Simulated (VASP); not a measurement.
# PbSe (Fmmm) in VASP: further runs

PbSe is run at these levels: PBE; tasks: single point.

Program: VASP 6.6.1. These are calculated values, not measurements. Logs are shortened: lines on timing, memory, paths and dates and some standing lists are left out, and cuts for length are marked.

### 1 The cell of the first run

Symmetry: Fmmm, No. 69, orthorhombic system. Conventional cell: a = 5.879 Å, b = 6.124 Å, c = 6.369 Å, α = 90.00°, β = 90.00°, γ = 90.00°. Within 3.9 Å of Pb (site symmetry mmm) lie 6 Se at 2.94 to 3.18 Å. Se (site symmetry mmm) has 6 Pb at 2.94 to 3.18 Å within 3.9 Å.

### 2 Single point, PBE (strain -0.0400 x Voigt [1, -1, 0, 0, 0, 0])

File INCAR:

```
PREC = Accurate
ENCUT = 520
EDIFF = 1E-6
ISMEAR = 0
SIGMA = 0.03
LREAL = False
LASPH = True
NELM = 60
ALGO = Normal
ISIF = 2
LWAVE = False
LCHARG = False
GGA = PE
NBANDS = 17
```

File KPOINTS:

```
Automatic mesh
0
Gamma
  10 10 10
```

File POSCAR:

```
PbSe
1.0
    0.0000000000      3.1846360000      3.0621500000
    2.9396640000      0.0000000000      3.0621500000
    2.9396640000      3.1846360000      0.0000000000
Pb Se
1 1
Direct
    0.0000000000      0.0000000000      0.0000000000
    0.5000000000      0.5000000000      0.5000000000
```

Potentials or basis: VASP PAW PBE potentials, release 64 (Pb_d, Se).

On the command line:

```console
$ cat potpaw_PBE.64/Pb_d/POTCAR potpaw_PBE.64/Se/POTCAR > POTCAR
$ mpirun -np 1 vasp_std > vasp.out
```

OUTCAR:

```text
PREC = Accurate
   ENCUT = 520
   EDIFF = 1E-6
   ISMEAR = 0
   LREAL = False
   LASPH = True
   NELM = 60
   ISIF = 2
   GGA = PE

 ion  position               nearest neighbor table
   1  0.000  0.000  0.000-   2 2.94   2 2.94   2 3.06   2 3.06   2 3.18   2 3.18
   2  0.500  0.500  0.500-   1 2.94   1 2.94   1 3.06   1 3.06   1 3.18   1 3.18

  LATTYP: Found a face centered orthorhombic cell.
 ALAT       =     5.8793280000
 B/A-ratio  =     1.0416666667
 C/A-ratio  =     1.0833333333

  Lattice vectors:

 A1 = (   0.0000000000,   3.1846360000,  -3.0621500000)
 A2 = (   2.9396640000,   3.1846360000,   0.0000000000)
 A3 = (   2.9396640000,   0.0000000000,  -3.0621500000)

Analysis of symmetry for initial positions (statically):
=====================================================================
 Subroutine PRICEL returns:
 Original cell was already a primitive cell.

 Routine SETGRP: Setting up the symmetry group for a
 face centered orthorhombic supercell.

 Subroutine GETGRP returns: Found  8 space group operations
 (whereof  8 operations were pure point group operations)
 out of a pool of  8 trial point group operations.

The static configuration has the point symmetry D_2h.

Analysis of symmetry for dynamics (positions and initial velocities):
=====================================================================
 Subroutine PRICEL returns:
 Original cell was already a primitive cell.

 Routine SETGRP: Setting up the symmetry group for a
 face centered orthorhombic supercell.

 Subroutine GETGRP returns: Found  8 space group operations
 (whereof  8 operations were pure point group operations)
 out of a pool of  8 trial point group operations.

The dynamic configuration has the point symmetry D_2h.

 Subroutine INISYM returns: Found  8 space group operations
 (whereof  8 operations are pure point group operations),
 and found     1 'primitive' translations

----------------------------------------------------------------------------------------

                                     Primitive cell

  volume of cell :      57.3342

  direct lattice vectors                    reciprocal lattice vectors
     0.000000000  3.184636000  3.062150000    -0.170087466  0.157003815  0.163283967
     2.939664000  0.000000000  3.062150000     0.170087466 -0.157003815  0.163283967
     2.939664000  3.184636000  0.000000000     0.170087466  0.157003815 -0.163283967

[... 75 lines left out ...]
   ISTART =      0    job   : 0-new  1-cont  2-samecut
   ICHARG =      2    charge: 1-file 2-atom 10-const
   ISPIN  =      1    spin polarized calculation?
   LNONCOLLINEAR =      F non collinear calculations
   LSORBIT =      F    spin-orbit coupling
   LASPH  =      T    aspherical Exc in radial PAW
   ENCUT  =  520.0 eV  38.22 Ry    6.18 a.u.   8.21  7.89  8.06*2*pi/ulx,y,z
   NELM   =     60;   NELMIN=  2; NELMDL= -5     # of ELM steps
   EDIFF  = 0.1E-05   stopping-criterion for ELM
   LREAL  =      F    real-space projection
   EDIFFG = 0.1E-04   stopping-criterion for IOM
   NSW    =      0    number of steps for IOM
   IBRION =     -1    ionic relax: 0-MD 1-quasi-New 2-CG
   NFREE  =      0    steps in history (QN), initial steepest desc. (CG)
   ISIF   =      2    stress and relaxation
   ISYM   =      2    0-nonsym 1-usesym 2-fastsym
   POTIM  = 0.5000    time-step for ionic-motion
   TEBEG  =    0.0;   TEEND  =   0.0 temperature during run
   PSTRESS=    0.0 pullay stress
   NELECT =      20.0000    total number of electrons
   NUPDOWN=      -1.0000    fix difference up-down
   EMIN   =  10.00;   EMAX   =-10.00  energy-range for DOS
   EFERMI =   0.00;   METHOD = LEGACY
   ISMEAR =     0;   SIGMA  =   0.03  broadening in eV -4-tet -1-fermi 0-gaus
   EFERMI_NEDOS =   21; number of points for ismear=-14 and -15
   IALGO  =     38    algorithm
   IMIX   =      4    mixing-type and parameters
     AMIX     =   0.40;   BMIX     =  1.00
     AMIX_MAG =   1.60;   BMIX_MAG =  1.00
  volume/ion in A,a.u.               =      28.67       193.46
  Fermi-wavevector in a.u.,A,eV,Ry     =   1.152427  2.177772 18.069741  1.328089
  Thomas-Fermi vector in A             =   2.289078
   LORBIT       =      0    0 simple, 1 ext, 2 COOP (PROOUT), +10 PAW based schemes
   GGA     = PE    functional components
   LHFCALC =     F    Hartree Fock is set to
   AEXX    =    0.0000 exact exchange contribution
   IVDW    =     0    specifies the selected vdW correction
   LEPSILON=     F    determine dielectric tensor
   LRPA    =     F    only Hartree local field effects (RPA)
 non-spin polarized calculation
 Gauss-broadening in eV      SIGMA  =   0.03
  energy-cutoff  :      520.00
  volume of cell :       57.33
 maximum number of plane-waves:      1563
 NGX is ok and might be reduce to    36
   NGX = 17   NGY = 15   NGZ = 17

 number of electron      19.9999998 magnetization

 Free energy of the ion-electron system (eV)
  ---------------------------------------------------
  ext. energy  EPLUGINS =         0.00000000
  ---------------------------------------------------
  free energy    TOTEN  =        -8.10290550 eV

  energy without entropy =       -8.10290532  energy(sigma->0) =       -8.10290541

 E-fermi :   5.2600     XC(G=0):  -9.5229

 val. band max:        5.1827263131   @ k =   0.5000   0.0000   0.0000
 cond. band min:       5.3373492431   @ k =   0.5000   0.0000   0.0000
 fundamental gap:      0.1546229300
 Fermi energy:         5.2600379803

 k-point     1 :       0.0000    0.0000    0.0000
  band No.  band energies     occupation
      1     -11.7857      2.00000
      2     -11.7746      2.00000
      3     -11.7631      2.00000
      4     -11.7529      2.00000
      5     -11.7460      2.00000
      6      -8.5401      2.00000
[... 457 lines left out ...]
      4     -11.7502      2.00000
      5     -11.7066      2.00000
      6      -7.4469      2.00000
[... 9 lines left out ...]
     16      16.1414      0.00000
     17      16.3827      0.00000

 [... further k-points ...]
[... 5 lines left out ...]
  --------------------------------------------------------------------------------------
  -------------------------------------------------------------------------------------
  Total        3.1495336     -0.5926387      0.8385449      0.0000000      0.0000000      0.0000000
  in kB       88.0122005    -16.5610035     23.4327323      0.0000000      0.0000000      0.0000000
  external PRESSURE =      31.6279764 kB  Pullay stress =       0.0000000 kB

 VOLUME and BASIS-vectors are now :
 -----------------------------------------------------------------------------
  energy-cutoff  :      520.00
  volume of cell :       57.33
      direct lattice vectors                 reciprocal lattice vectors
     0.000000000  3.184636000  3.062150000    -0.170087466  0.157003815  0.163283967
     2.939664000  0.000000000  3.062150000     0.170087466 -0.157003815  0.163283967
     2.939664000  3.184636000  0.000000000     0.170087466  0.157003815 -0.163283967

 POSITION                                       TOTAL-FORCE (eV/Angst)
 -----------------------------------------------------------------------------------
      0.00000      0.00000      0.00000         0.000000     -0.000000      0.000000
      2.93966      3.18464      3.06215         0.000000      0.000000     -0.000000
 -----------------------------------------------------------------------------------
    total drift:                               -0.000000      0.000000      0.000000

  FREE ENERGIE OF THE ION-ELECTRON SYSTEM (eV)
  ---------------------------------------------------
  free  energy   TOTEN  =        -8.1029055000 eV

  energy  without entropy=       -8.1029053232  energy(sigma->0) =       -8.10290541
```

OSZICAR:

```text
N       E                     dE             d eps       ncg     rms          rms(c)
DAV:   1     0.159180064154E+03    0.15918E+03   -0.96378E+03  5838   0.121E+03
DAV:   2     0.347960312592E+01   -0.15570E+03   -0.15003E+03  6189   0.309E+02
DAV:   3    -0.811099661274E+01   -0.11591E+02   -0.11493E+02  7406   0.902E+01
DAV:   4    -0.839003793471E+01   -0.27904E+00   -0.27877E+00  7241   0.155E+01
DAV:   5    -0.839977580251E+01   -0.97379E-02   -0.97374E-02  8338   0.284E+00    0.284E+00
DAV:   6    -0.810612761826E+01    0.29365E+00   -0.71128E-01  9061   0.587E+00    0.161E+00
DAV:   7    -0.809996991979E+01    0.61577E-02   -0.12636E-01  7043   0.177E+00    0.868E-01
DAV:   8    -0.810321110429E+01   -0.32412E-02   -0.13378E-02  7272   0.127E+00    0.138E-01
DAV:   9    -0.810283775292E+01    0.37335E-03   -0.25991E-03  9253   0.504E-01    0.517E-02
DAV:  10    -0.810289690215E+01   -0.59149E-04   -0.21999E-04  6881   0.904E-02    0.192E-02
DAV:  11    -0.810290564377E+01   -0.87416E-05   -0.65227E-05  7718   0.790E-02    0.101E-02
DAV:  12    -0.810290550001E+01    0.14376E-06   -0.37612E-06  7255   0.128E-02
   1 F= -.81029055E+01 E0= -.81029054E+01  d E =-.176770E-06
```

It took 48 s on 1 thread of Intel Xeon 6975P-C (Granite Rapids), shared host; peak memory 0.31 GiB.

What came out:

```
Free energy            : -8.1029 eV
Pressure               : 3.2 GPa
Band gap on the k mesh : 0.15 eV, direct
```

Caveat: the cell differs from its parent crystal (strain -0.0400 x Voigt [1, -1, 0, 0, 0, 0]); spin-orbit coupling is left out, which moves the levels of the heavy elements. A k mesh can miss the band edges.

### 3 Single point, PBE (strain -0.0200 x Voigt [1, -1, 0, 0, 0, 0])

File INCAR:

```
SYSTEM = PbSe
PREC = Accurate ; ENCUT = 520
EDIFF = 1E-6 ; ISMEAR = 0
SIGMA = 0.03 ; LREAL = .False.
LASPH = .True. ; NELM = 80
ALGO = Normal ; ISIF = 2
LWAVE = .False. ; LCHARG = .True.
GGA = PE ; LELF = .True.
LVHAR = .True. ; NBANDS = 17
```

File KPOINTS:

```
Automatic mesh
0
Gamma
  10 10 10
  0 0 0
```

File POSCAR:

```
PbSe
1.0
    0.0000000000      3.1233930000      3.0621500000
    3.0009070000      0.0000000000      3.0621500000
    3.0009070000      3.1233930000      0.0000000000
Pb Se
1 1
Direct
    0.0000000000      0.0000000000      0.0000000000
    0.5000000000      0.5000000000      0.5000000000
```

Potentials or basis: VASP PAW PBE potentials, release 64 (Pb_d, Se).

On the command line:

```console
$ cat potpaw_PBE.64/Pb_d/POTCAR potpaw_PBE.64/Se/POTCAR > POTCAR
$ mpirun -np 1 vasp_std > vasp.out
```

Wall time 63 s (1 thread of Intel Xeon 6975P-C (Granite Rapids), shared host); peak memory 0.31 GiB.

Results (log left out):

```
Free energy            : -8.1601 eV
Pressure               : 2.5 GPa
Band gap on the k mesh : 0.26 eV, direct
```

Stress tensor (GPa, compression positive):
```
5.21 0.00 0.00
0.00 0.07 0.00
0.00 0.00 2.33
```

Levels at points of the mesh, in eV from the valence-band top:
| k point | band 7 | band 8 | band 9 | band 10 | band 11 | band 12 | band 13 | band 14 |
| --- | --- | --- | --- | --- | --- | --- | --- | --- |
| (0.00, 0.00, 0.00) | -6.32 | -2.09 | -1.90 | -1.73 | 4.24 | 4.68 | 5.16 | 6.38 |
| (0.50, 0.00, 0.00) | -8.83 | -1.54 | -1.46 | 0.00 | 0.26 | 1.58 | 1.78 | 8.52 |
| (0.50, 0.50, 0.00) | -7.40 | -5.01 | -3.47 | -3.04 | 3.68 | 5.12 | 6.02 | 6.06 |
| (0.50, 0.00, 0.50) | -7.31 | -4.97 | -3.32 | -3.11 | 3.75 | 5.45 | 5.77 | 5.94 |
| (0.00, 0.50, 0.50) | -7.49 | -5.05 | -3.40 | -3.20 | 3.60 | 5.26 | 5.71 | 6.27 |

Caveat: the cell differs from its parent crystal (strain -0.0200 x Voigt [1, -1, 0, 0, 0, 0]); spin-orbit coupling is left out, which moves the levels of the heavy elements. A k mesh can miss the band edges.

### 4 Single point, PBE (strain +0.0250 x Voigt [1, -1, 0, 0, 0, 0])

File INCAR:

```
SYSTEM = PbSe
PREC     = Accurate       ! precision mode
ENCUT    = 520            ! plane-wave cutoff, eV
EDIFF    = 1E-6           ! SCF threshold, eV
ISMEAR   = 0              ! smearing method
SIGMA    = 0.03           ! smearing width, eV
LREAL    = .FALSE.        ! projectors in reciprocal space
LASPH    = .TRUE.         ! aspherical terms in the spheres
NELM     = 80             ! most SCF steps
ALGO     = Normal         ! electronic algorithm
ISIF     = 2              ! what is computed and relaxed
LWAVE    = .FALSE.        ! write WAVECAR
LCHARG   = .TRUE.         ! write CHGCAR
GGA      = PE             ! functional
LELF     = .TRUE.         ! ELF
LVHAR    = .TRUE.       
NBANDS   = 17             ! bands
```

File KPOINTS:

```
regular mesh
0
G
  10 10 10
  0 0 0
```

File POSCAR:

```
PbSe
1.0
    0.0000000000      2.9855962500      3.0621500000
    3.1387037500      0.0000000000      3.0621500000
    3.1387037500      2.9855962500      0.0000000000
Pb Se
1 1
Direct
    0.0000000000      0.0000000000      0.0000000000
    0.5000000000      0.5000000000      0.5000000000
```

On the command line:

```console
$ cat potpaw_PBE.64/Pb_d/POTCAR potpaw_PBE.64/Se/POTCAR > POTCAR
$ mpirun -np 1 vasp_std > vasp.out
```

Run time: 60 s. Hardware: 1 thread of Intel Xeon 6975P-C (Granite Rapids), shared host; peak memory 0.31 GiB.

The run converged. Its results:

```yaml
Free_energy: -8.1494 eV
Pressure: 2.7 GPa
Band_gap_on_the_k_mesh: 0.24 eV, direct
```

Stress tensor (GPa, compression positive):
```
-0.41  0.00  0.00
 0.00  6.04  0.00
 0.00  0.00  2.34
```

Levels at points of the mesh, in eV from the valence-band top:
| k point | band 6 | band 7 | band 8 | band 9 | band 10 | band 11 | band 12 | band 13 | band 14 | band 15 |
| --- | --- | --- | --- | --- | --- | --- | --- | --- | --- | --- |
| (0.00, 0.00, 0.00) | -13.64 | -6.33 | -2.15 | -1.91 | -1.71 | 4.13 | 4.66 | 5.27 | 6.34 | 6.49 |
| (0.50, 0.00, 0.00) | -12.57 | -8.85 | -1.57 | -1.47 | 0.00 | 0.24 | 1.55 | 1.79 | 8.50 | 9.90 |
| (0.50, 0.50, 0.00) | -12.20 | -7.42 | -5.03 | -3.54 | -3.01 | 3.67 | 5.00 | 6.00 | 6.17 | 10.73 |
| (0.50, 0.00, 0.50) | -12.08 | -7.53 | -5.08 | -3.46 | -3.20 | 3.56 | 5.17 | 5.72 | 6.32 | 10.99 |
| (0.00, 0.50, 0.50) | -12.33 | -7.30 | -4.98 | -3.36 | -3.09 | 3.76 | 5.40 | 5.70 | 6.01 | 11.11 |

Caveat: the cell differs from its parent crystal (strain +0.0250 x Voigt [1, -1, 0, 0, 0, 0]); spin-orbit coupling is left out, which moves the levels of the heavy elements. A k mesh can miss the band edges.

### 5 Overview

```tsv
cell	gap on the mesh (eV)	pressure (GPa)
a = 4.418, b = 4.245, c = 4.334 Å, angles 62.0, 58.0, 60.0°, 2 atoms	0.15	3.2
a = 4.374, b = 4.287, c = 4.331 Å, angles 61.0, 59.0, 60.0°, 2 atoms	0.26	2.5
a = 4.277, b = 4.385, c = 4.332 Å, angles 58.8, 61.2, 60.0°, 2 atoms	0.24	2.7
```

Alike in all rows: task single point; level PBE; potentials or basis VASP PAW PBE potentials, release 64 (Pb_d, Se); no spin polarisation; k mesh 10 × 10 × 10; cutoff (eV) 520; smearing gaussian 0.03 eV.

Caveats: spin-orbit coupling is left out, which moves the levels of the heavy elements.

Total energies depend on the potentials used, so only differences within one code and one set of settings carry meaning.
